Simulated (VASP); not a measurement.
# KI in VASP: a series of runs

Runs on KI. Level: HSE06. Tasks: single point.

All numbers are computed with VASP 6.6.1; they aren't measurements. Logs are shortened: lines on timing, memory, paths and dates and some standing lists are left out, and cuts for length are marked.

## 1. The cell of the first run

It takes space group I4/mmm (No. 139, tetragonal). The conventional cell has a = 5.012 Å, b = 5.012 Å, c = 6.947 Å, α = 90.00°, β = 90.00°, γ = 90.00°. Within 4.6 Å of K (site symmetry 4/mmm) lie 6 I at 3.47 to 3.54 Å. Within 4.6 Å of I (site symmetry 4/mmm) lie 6 K at 3.47 to 3.54 Å.

## 2. Single point, HSE06 (uniaxial z strain -2.0%)

POSCAR reads:

```
KI
1.0
    0.0000000000      3.5442852436      3.4733995387
    3.5442852436      0.0000000000      3.4733995387
    3.5442852436      3.5442852436      0.0000000000
K I
1 1
Direct
    0.0000000000      0.0000000000      0.0000000000
    0.5000000000      0.5000000000      0.5000000000
```

INCAR.step1 reads:

```
SYSTEM = KI
PREC = Accurate ; ENCUT = 520
EDIFF = 1E-5 ; ISMEAR = 0
SIGMA = 0.01 ; LREAL = .False.
LASPH = .True. ; NELM = 100
ALGO = Normal ; ISIF = 2
LWAVE = .True. ; LCHARG = .False.
GGA = PE ; NBANDS = 15
```

INCAR.step2 reads:

```
SYSTEM = KI
PREC = Accurate ; ENCUT = 520
EDIFF = 1E-6 ; ISMEAR = 0
SIGMA = 0.01 ; LREAL = .False.
LASPH = .True. ; NELM = 100
ALGO = Normal ; ISIF = 2
LWAVE = .False. ; LCHARG = .False.
GGA = PE ; LHFCALC = .True.
HFSCREEN = 0.2079 ; PRECFOCK = Normal
ISTART = 1 ; NBANDS = 15
```

KPOINTS reads:

```
regular mesh
0
Gamma
  4 4 4
  0 0 0
```

Potentials or basis: VASP PAW PBE potentials, release 64 (K_sv, I).

Launch:

```console
$ cat potpaw_PBE.64/K_sv/POTCAR potpaw_PBE.64/I/POTCAR > POTCAR
$ cp INCAR.step1 INCAR
$ mpirun -np 1 vasp_std > vasp.out
$ cp INCAR.step2 INCAR
$ mpirun -np 1 vasp_std > vasp.out
```

OUTCAR:

```text
SYSTEM = KI
   PREC = Accurate
   ENCUT = 520
   EDIFF = 1E-6
   ISMEAR = 0
   LREAL = .False.
   LASPH = .True.
   NELM = 100
   ISIF = 2
   GGA = PE
   LHFCALC = .True.
   HFSCREEN = 0.2079
   PRECFOCK = Normal
   ISTART = 1

 ion  position               nearest neighbor table
   1  0.000  0.000  0.000-   2 3.47   2 3.47   2 3.54   2 3.54   2 3.54   2 3.54
   2  0.500  0.500  0.500-   1 3.47   1 3.47   1 3.54   1 3.54   1 3.54   1 3.54

  LATTYP: Found a body centered tetragonal cell.
 ALAT       =     5.0123762604
 C/A-ratio  =     1.3859292911

  Lattice vectors:

 A1 = (   0.0000000000,  -3.5442852436,  -3.4733995387)
 A2 = (   0.0000000000,   3.5442852436,  -3.4733995387)
 A3 = (   3.5442852436,   0.0000000000,   3.4733995387)

Analysis of symmetry for initial positions (statically):
=====================================================================
 Subroutine PRICEL returns:
 Original cell was already a primitive cell.

 Routine SETGRP: Setting up the symmetry group for a
 body centered tetragonal supercell.

 Subroutine GETGRP returns: Found 16 space group operations
 (whereof 16 operations were pure point group operations)
 out of a pool of 16 trial point group operations.

The static configuration has the point symmetry D_4h.

Analysis of symmetry for dynamics (positions and initial velocities):
=====================================================================
 Subroutine PRICEL returns:
 Original cell was already a primitive cell.

 Routine SETGRP: Setting up the symmetry group for a
 body centered tetragonal supercell.

 Subroutine GETGRP returns: Found 16 space group operations
 (whereof 16 operations were pure point group operations)
 out of a pool of 16 trial point group operations.

The dynamic configuration has the point symmetry D_4h.

 Subroutine INISYM returns: Found 16 space group operations
 (whereof 16 operations are pure point group operations),
 and found     1 'primitive' translations

----------------------------------------------------------------------------------------

                                     Primitive cell

  volume of cell :      87.2654

  direct lattice vectors                    reciprocal lattice vectors
     0.000000000  3.544285244  3.473399539    -0.141072167  0.141072167  0.143951191
     3.544285244  0.000000000  3.473399539     0.141072167 -0.141072167  0.143951191
     3.544285244  3.544285244  0.000000000     0.141072167  0.141072167 -0.143951191

  length of vectors
     4.962505642  4.962505642  5.012376260     0.246017597  0.246017597  0.246017597

  position of ions in fractional coordinates (direct lattice)
     0.000000000  0.000000000  0.000000000
     0.500000000  0.500000000  0.500000000

  ion indices of the primitive-cell ions
   primitive index   ion index
                 1           1
                 2           2

----------------------------------------------------------------------------------------

 KPOINTS: regular mesh

Automatic generation of k-mesh.
 Grid dimensions read from file:
 generate k-points for:    4    4    4

 Generating k-lattice:

  Cartesian coordinates                     Fractional coordinates (reciprocal lattice)
    -0.035268042  0.035268042  0.035987798     0.250000000  0.000000000  0.000000000
     0.035268042 -0.035268042  0.035987798     0.000000000  0.250000000  0.000000000
     0.035268042  0.035268042 -0.035987798    -0.000000000 -0.000000000  0.250000000

  Length of vectors
     0.061504399  0.061504399  0.061504399

  Shift w.r.t. Gamma in fractional coordinates (k-lattice)
     0.000000000  0.000000000  0.000000000

 Subroutine IBZKPT returns following result:
 ===========================================

 Found     13 irreducible k-points:

 Following reciprocal coordinates:
            Coordinates               Weight
  0.000000  0.000000  0.000000      1.000000
  0.250000 -0.000000  0.000000      8.000000
  0.500000 -0.000000  0.000000      4.000000
  0.250000  0.250000  0.000000      2.000000
  0.500000  0.250000  0.000000      8.000000
 -0.250000  0.250000  0.000000      4.000000
  0.500000  0.500000  0.000000      1.000000
  0.250000  0.000000  0.250000      4.000000
  0.500000 -0.000000  0.250000     16.000000
 -0.250000  0.000000  0.250000      8.000000
 -0.250000  0.500000  0.250000      4.000000
  0.500000  0.000000  0.500000      2.000000
 -0.250000  0.250000  0.500000      2.000000
   k-points           NKPTS =     13   k-points in BZ     NKDIM =     64   number of bands    NBANDS=     15
   number of dos      NEDOS =    301   number of ions     NIONS =      2
   total plane-waves  NPLWV =  64000
   dimension x,y,z NGX =    40 NGY =   40 NGZ =   40
   dimension x,y,z NGXF=    80 NGYF=   80 NGZF=   80
   ions per type =               1   1
   NGX,Y,Z   is equivalent  to a cutoff of  13.40, 13.40, 13.27 a.u.
   NGXF,Y,Z  is equivalent  to a cutoff of  26.80, 26.80, 26.53 a.u.
 SYSTEM =  KI
   PREC   = accura    normal or accurate (medium, high low for compatibility)
   ISTART =      1    job   : 0-new  1-cont  2-samecut
   ICHARG =      0    charge: 1-file 2-atom 10-const
   ISPIN  =      1    spin polarized calculation?
   LNONCOLLINEAR =      F non collinear calculations
   LSORBIT =      F    spin-orbit coupling
   LASPH  =      T    aspherical Exc in radial PAW
   ENCUT  =  520.0 eV  38.22 Ry    6.18 a.u.   9.23  9.23  9.32*2*pi/ulx,y,z
   NELM   =    100;   NELMIN=  2; NELMDL=  0     # of ELM steps
   EDIFF  = 0.1E-05   stopping-criterion for ELM
   LREAL  =      F    real-space projection
   EDIFFG = 0.1E-04   stopping-criterion for IOM
   NSW    =      0    number of steps for IOM
   IBRION =     -1    ionic relax: 0-MD 1-quasi-New 2-CG
   NFREE  =      0    steps in history (QN), initial steepest desc. (CG)
   ISIF   =      2    stress and relaxation
   ISYM   =      3    0-nonsym 1-usesym 2-fastsym
   POTIM  = 0.5000    time-step for ionic-motion
   TEBEG  =    0.0;   TEEND  =   0.0 temperature during run
   PSTRESS=    0.0 pullay stress
   NELECT =      16.0000    total number of electrons
   NUPDOWN=      -1.0000    fix difference up-down
   EMIN   =  10.00;   EMAX   =-10.00  energy-range for DOS
   EFERMI =   0.00;   METHOD = LEGACY
   ISMEAR =     0;   SIGMA  =   0.01  broadening in eV -4-tet -1-fermi 0-gaus
   EFERMI_NEDOS =   21; number of points for ismear=-14 and -15
   IALGO  =     38    algorithm
   IMIX   =      1    mixing-type and parameters
     AMIX     =   0.40;   BMIX     =  1.00
     AMIX_MAG =   1.60;   BMIX_MAG =  1.00
  volume/ion in A,a.u.               =      43.63       294.45
  Fermi-wavevector in a.u.,A,eV,Ry     =   0.930038  1.757517 11.768646  0.864971
  Thomas-Fermi vector in A             =   2.056384
   LORBIT       =      0    0 simple, 1 ext, 2 COOP (PROOUT), +10 PAW based schemes
   GGA     = PE    functional components
   LHFCALC =     T    Hartree Fock is set to
   PRECFOCK=normal    Normal, Fast or Accurate (Low or Medium for compatibility)
   ENCUT4O =  -1.0   cutoff for four orbital integrals eV
   NKREDX  =     1    reduce k-point grid by
   NKREDY  =     1    reduce k-point grid by
   NKREDZ  =     1    reduce k-point grid by
   AEXX    =    0.2500 exact exchange contribution
   HFSCREEN=    0.2079 screening length (either q_TF or 0.3 A-1)
   HFSCREENC=   0.2079 screening length for correlation (either q_TF or 0.3 A-1)
   ENCUTFOCK=  -1.0 apply spherical cutoff to Coloumb kernel
   IVDW    =     0    specifies the selected vdW correction
   LEPSILON=     F    determine dielectric tensor
   LRPA    =     F    only Hartree local field effects (RPA)
 non-spin polarized calculation
 Gauss-broadening in eV      SIGMA  =   0.01
  energy-cutoff  :      520.00
  volume of cell :       87.27
 maximum number of plane-waves:      2365
 NGX is ok and might be reduce to    40
  NGX = 28; NGY = 28; NGZ = 28

 number of electron      15.9999999 magnetization

 Free energy of the ion-electron system (eV)
  ---------------------------------------------------
  ext. energy  EPLUGINS =         0.00000000
  ---------------------------------------------------
  free energy    TOTEN  =        -6.39533311 eV

  energy without entropy =       -6.39533311  energy(sigma->0) =       -6.39533311

 E-fermi :  -1.0451     XC(G=0):  -6.0753

 val. band max:       -1.0875173373   @ k =   0.0000   0.0000   0.0000
 cond. band min:       3.8896779377   @ k =   0.0000   0.0000   0.0000
 fundamental gap:      4.9771952750
 Fermi energy:        -1.0450533454

 k-point     1 :       0.0000    0.0000    0.0000
  band No.  band energies     occupation
      1     -31.8989      2.00000
      2     -14.0354      2.00000
      3     -14.0328      2.00000
      4     -14.0328      2.00000
      5     -12.4995      2.00000
      6      -1.0912      2.00000
      7      -1.0912      2.00000
      8      -1.0875      2.00000
      9       3.8897      0.00000
     10       6.5097      0.00000
     11       6.5097      0.00000
     12       6.6347      0.00000
     13       7.3463      0.00000
     14       7.4433      0.00000
     15       9.7309      0.00000

 k-point     2 :       0.2500   -0.0000    0.0000
  band No.  band energies     occupation
      1     -31.8978      2.00000
      2     -14.1270      2.00000
      3     -14.0343      2.00000
      4     -14.0340      2.00000
      5     -12.3280      2.00000
      6      -1.8914      2.00000
      7      -1.2793      2.00000
      8      -1.2738      2.00000
      9       4.9991      0.00000
     10       6.5935      0.00000
     11       7.1584      0.00000
     12       7.2373      0.00000
     13       8.0725      0.00000
     14       8.1730      0.00000
     15      10.6214      0.00000
[... 167 lines left out ...]
      3     -14.0563      2.00000
      4     -14.0506      2.00000
      5     -12.3298      2.00000
      6      -2.1843      2.00000
      7      -1.4930      2.00000
      8      -1.4667      2.00000
      9       4.8408      0.00000
     10       5.7737      0.00000
     11       8.3799      0.00000
     12       8.8515      0.00000
     13       9.1203      0.00000
     14      10.0610      0.00000
     15      10.1947      0.00000

 k-point    13 :      -0.2500    0.2500    0.5000
  band No.  band energies     occupation
      1     -31.8959      2.00000
      2     -14.1032      2.00000
      3     -14.0660      2.00000
      4     -14.0660      2.00000
      5     -12.2454      2.00000
      6      -1.8747      2.00000
      7      -1.8747      2.00000
      8      -1.7615      2.00000
      9       6.5101      0.00000
     10       6.5101      0.00000
     11       6.6964      0.00000
     12       8.4073      0.00000
     13       9.1312      0.00000
     14      10.1208      0.00000
     15      10.6335      0.00000

------------------------ aborting loop because EDIFF is reached ----------------------------------------

  FORCE on cell =-STRESS in cart. coord.  units (eV):
  Direction    XX          YY          ZZ          XY          YZ          ZX
  --------------------------------------------------------------------------------------
  -------------------------------------------------------------------------------------
  Total        0.2030335      0.2030335      0.5242324      0.0000000      0.0000000      0.0000000
  in kB        3.7276593      3.7276593      9.6248151      0.0000000      0.0000000      0.0000000
  external PRESSURE =       5.6933779 kB  Pullay stress =       0.0000000 kB

 VOLUME and BASIS-vectors are now :
 -----------------------------------------------------------------------------
  energy-cutoff  :      520.00
  volume of cell :       87.27
      direct lattice vectors                 reciprocal lattice vectors
     0.000000000  3.544285244  3.473399539    -0.141072167  0.141072167  0.143951191
     3.544285244  0.000000000  3.473399539     0.141072167 -0.141072167  0.143951191
     3.544285244  3.544285244  0.000000000     0.141072167  0.141072167 -0.143951191

 POSITION                                       TOTAL-FORCE (eV/Angst)
 -----------------------------------------------------------------------------------
      0.00000      0.00000      0.00000         0.000000      0.000000      0.000000
      3.54429      3.54429      3.47340         0.000000      0.000000     -0.000000
 -----------------------------------------------------------------------------------
    total drift:                               -0.000000      0.000000      0.000000

  FREE ENERGIE OF THE ION-ELECTRON SYSTEM (eV)
  ---------------------------------------------------
  free  energy   TOTEN  =        -6.3953331137 eV

  energy  without entropy=       -6.3953331137  energy(sigma->0) =       -6.39533311
```

It took 15 min on 1 thread of Intel Xeon Platinum 8259CL at 2.50GHz (Skylake/Cascade Lake), shared host; peak memory 0.35 GiB.

Results:

- Free energy: -6.3953 eV
- Pressure: 0.6 GPa
- Band gap on the k mesh: 4.98 eV

Levels at points of the mesh, in eV from the valence-band top:
| k point | band 6 | band 7 | band 8 | band 9 | band 10 | band 11 |
| --- | --- | --- | --- | --- | --- | --- |
| (0.00, 0.00, 0.00) | 0.00 | 0.00 | 0.00 | 4.98 | 7.60 | 7.60 |
| (0.50, 0.00, 0.00) | -1.42 | -0.36 | -0.36 | 6.50 | 8.95 | 9.18 |
| (0.50, 0.50, 0.00) | -1.07 | -0.43 | -0.43 | 5.91 | 6.86 | 9.52 |
| (0.50, 0.00, 0.50) | -1.10 | -0.41 | -0.38 | 5.93 | 6.86 | 9.47 |

Caveat: the cell differs from its parent crystal (uniaxial z strain -2.0%); the PAW data sets were made with another functional, which shifts forces and pressure a little; spin-orbit coupling is left out, which moves the levels of the heavy elements.

[end of part 1 of 2]
